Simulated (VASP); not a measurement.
The system is AgBr.

```
CELL_PARAMETERS angstrom
4.09212 0.00000 0.04146
0.00000 4.09190 0.00000
-0.05767 0.00000 5.78353
ATOMIC_POSITIONS crystal
Ag 0.74997 0.75000 0.74998
Ag 0.25003 0.25000 0.25002
Br 0.24998 0.25000 0.75000
Br 0.75002 0.75000 0.25000
```

Base run:

- Program: VASP 6.6.1
- Functional: PBEsol
- Potentials or basis: VASP PAW PBE potentials, release 64 (Ag, Br)
- Cutoff: 500 eV
- k mesh: 4 × 4 × 4
- Occupations: gaussian, width 0.01 eV
- Spin: no spin polarisation

Its results: band gap on the k mesh 0.51 eV; pressure -2.5 GPa.

Task: The run is repeated on the same cell with these changes: k mesh from 4 × 4 × 4, through Γ to 4 × 4 × 4, shifted. What comes out?

Result: Band gap on the k mesh 2.04 eV; pressure -2.7 GPa.

Caveats: the PAW data sets were made with another functional, which shifts forces and pressure a little; a shifted mesh leaves out Γ, where band edges can lie (at least some runs).

A k mesh can miss the band edges.
